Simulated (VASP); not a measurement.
Wanted: the native input for a VASP 6.6.1 run.

```
Task                   : single point
Functional             : PBE
Potentials or basis    : VASP PAW PBE potentials, release 64 (Fe, Ge_d)
Cutoff                 : 520 eV
k mesh                 : 8 × 8 × 8
Occupations            : gaussian, width 0.05 eV
Spin                   : collinear spin, ferromagnetic start
Starting moments       : [2.5, 2.5, 2.5, 2.5, 0.0, 0.0, 0.0, 0.0] μB
Dipole correction      : no
Further INCAR settings : ALGO = Fast; EDIFF = 1e-07; NBANDS = 58
```

The structure of FeGe lies in POSCAR:

```
FeGe
1.0
    4.6626167036      0.0000000000      0.0000000000
    0.0000000000      4.6626167036      0.0000000000
    0.0000000000      0.0000000000      4.6626167036
Fe Ge
4 4
Direct
    0.1349101328      0.1349101328      0.1349101328
    0.3650898672      0.8650898672      0.6349101328
    0.6349101328      0.3650898672      0.8650898672
    0.8650898672      0.6349101328      0.3650898672
    0.8417623854      0.8417623854      0.8417623854
    0.6582376146      0.1582376146      0.3417623854
    0.3417623854      0.6582376146      0.1582376146
    0.1582376146      0.3417623854      0.6582376146
```

One way to write it, as run:

INCAR

```
PREC = Accurate
ENCUT = 520
EDIFF = 1E-7
ISMEAR = 0
SIGMA = 0.05
LREAL = F
LASPH = T
NELM = 150
ALGO = Fast
ISIF = 2
LWAVE = F
LCHARG = F
ISPIN = 2
MAGMOM = 2.5 2.5 2.5 2.5 0 0 0 0
LORBIT = 11
LMAXMIX = 4
GGA = PE
NBANDS = 58
```

KPOINTS

```
Automatic mesh
0
Gamma
  8 8 8
```

Potentials or basis: VASP PAW PBE potentials, release 64 (Fe, Ge_d).

Run with:

```console
$ cat potpaw_PBE.64/Fe/POTCAR potpaw_PBE.64/Ge_d/POTCAR > POTCAR
$ mpirun -np 1 vasp_std > vasp.out
```

Results of the run:

```yaml
Pressure: 0.3 GPa
Largest_force: 0.008 eV/Å
Net_moment: 4.19 μB per cell
Site_moments: Fe +1.16; Ge -0.08 μB
Valence_electrons_inside_the_program's_atomic_spheres: Fe 7.35; Ge 12.48
```

Wall time 11 min on 1 thread of Oxide Virtual Turin-like Processor, on a shared host, peak memory 0.46 GiB.
